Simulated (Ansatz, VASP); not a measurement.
## One calculation of TaMo4, two programs

File INCAR:

```
SYSTEM = TaMo4
PREC     = Accurate       ! precision mode
ENCUT    = 600            ! plane-wave cutoff, eV
EDIFF    = 1E-6           ! SCF threshold, eV
ISMEAR   = 0              ! smearing method
SIGMA    = 0.1            ! smearing width, eV
LREAL    = .FALSE.        ! projectors in reciprocal space
LASPH    = .TRUE.         ! aspherical terms in the spheres
NELM     = 60             ! most SCF steps
ALGO     = Fast           ! electronic algorithm
ISIF     = 3              ! what is computed and relaxed
LWAVE    = .FALSE.        ! write WAVECAR
LCHARG   = .FALSE.        ! write CHGCAR
GGA      = PE             ! functional
IBRION   = 2              ! ionic algorithm
NSW      = 90             ! ionic steps
EDIFFG   = -0.04          ! ionic threshold
```

The input KPOINTS:

```
regular mesh
0
G
  4 4 6
  0 0 0
```

Contents of POSCAR:

```
TaMo4
1.0
    5.9303665082      0.0000000000      0.0000000000
    0.0000000000      5.9303665082      0.0000000000
    0.0000000000      0.0000000000      2.6669232122
Ta Mo
1 4
Direct
    0.0000000000      0.0000000000      0.5000000000
    0.2002758825      0.5000000000      0.5000000000
    0.7997241175      0.5000000000      0.5000000000
    0.5000000000      0.7997241175      0.5000000000
    0.5000000000      0.2002758825      0.5000000000
```

Input for Ansatz:

```yaml
crystal:
  lattice:
    - [5.9303665082, 0.0, 0.0]
    - [0.0, 5.9303665082, 0.0]
    - [0.0, 0.0, 2.6669232122]
  atoms:
    - { symbol: Ta, position: [0.0, 0.0, 0.5] }
    - { symbol: Mo, position: [0.2002758825, 0.5, 0.5] }
    - { symbol: Mo, position: [0.7997241175, 0.5, 0.5] }
    - { symbol: Mo, position: [0.5, 0.7997241175, 0.5] }
    - { symbol: Mo, position: [0.5, 0.2002758825, 0.5] }
basis:
  ecutwfc: 420
kpoints:
  mp_grid: { grid: [4, 4, 6] }
hamiltonian:
  xc: pbe
scf:
  occupations: { method: gaussian, width: 0.1 }
  lower_state_search: "off"
output:
  forces: true
  stress: true
  eigenvalues: true
relax:
  adjacent_minimum: "off"
  f_tol: 0.04
  max_steps: 70
  cell: { stress_tol: 0.4 }
```

Alike in both runs: task relaxation of cell and atoms; functional PBE; k mesh 4 × 4 × 6; occupations gaussian, width 0.1 eV; no spin polarisation.

|  | VASP | Ansatz |
| --- | --- | --- |
| version | VASP 6.6.1 | Ansatz 0.2.0 |
| potentials or method | VASP PAW PBE potentials, release 64 (Ta_pv, Mo_sv), cutoff 600 eV | scalar-relativistic, plane waves, PAW |
| valence electrons in the cell | 67 | 69 |

```csv
,VASP,Ansatz,Ansatz less VASP
"gap on the k mesh at the Fermi level, each at its own relaxed structure (eV)",none,none,-
relaxed volume (Å³/atom),18.68,18.63,-0.053
relaxed cell length with the largest relative difference (Å),5.971,5.964,-0.0073
```

A gap of «none» marks a metal or a gap that the smearing closes. VASP's potentials hold 67 valence electrons a cell and Ansatz's 69, so a difference there can come from the potentials and not from the codes.

The k mesh is coarse, so the values compare programs but aren't converged. Spin-orbit coupling is off throughout.
